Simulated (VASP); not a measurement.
Runs of VASP 6.6.1 on NaLa. The structure is that of space group P-6m2 (No. 187), or close to it. The cells are those of the table. 

```tsv
cell	gap on the mesh (eV)	pressure (GPa)
a = 3.507, b = 3.507, c = 6.306 Å, angles 90.0, 90.0, 120.0°, 2 atoms	none	(b)
a = 3.654, b = 3.654, c = 6.569 Å, angles 90.0, 90.0, 120.0°, 2 atoms	none	-0.7
a = 3.558, b = 3.558, c = 6.396 Å, angles 90.0, 90.0, 120.0°, 2 atoms	none	(a)
a = 3.700, b = 3.700, c = 6.652 Å, angles 90.0, 90.0, 120.0°, 2 atoms	none	-1.2
a = 3.606, b = 3.606, c = 6.484 Å, angles 90.0, 90.0, 120.0°, 2 atoms	none	-0.1
```

Alike in all rows: task single point; level PBE; potentials or basis VASP PAW PBE potentials, release 64 (Na_pv, La); no spin polarisation; k mesh 9 × 9 × 5; cutoff (eV) 520; smearing methfessel-paxton 0.1 eV.

Problem. Fill in the values left out.

Solution. (a) 0.6; (b) 1.4.

Caveats: spin-orbit coupling is left out, which moves the levels of the heavy elements.

A k mesh can miss the band edges, and the runs leave out spin-orbit coupling on La.

A gap of «none» marks levels without a gap at the run's occupations.
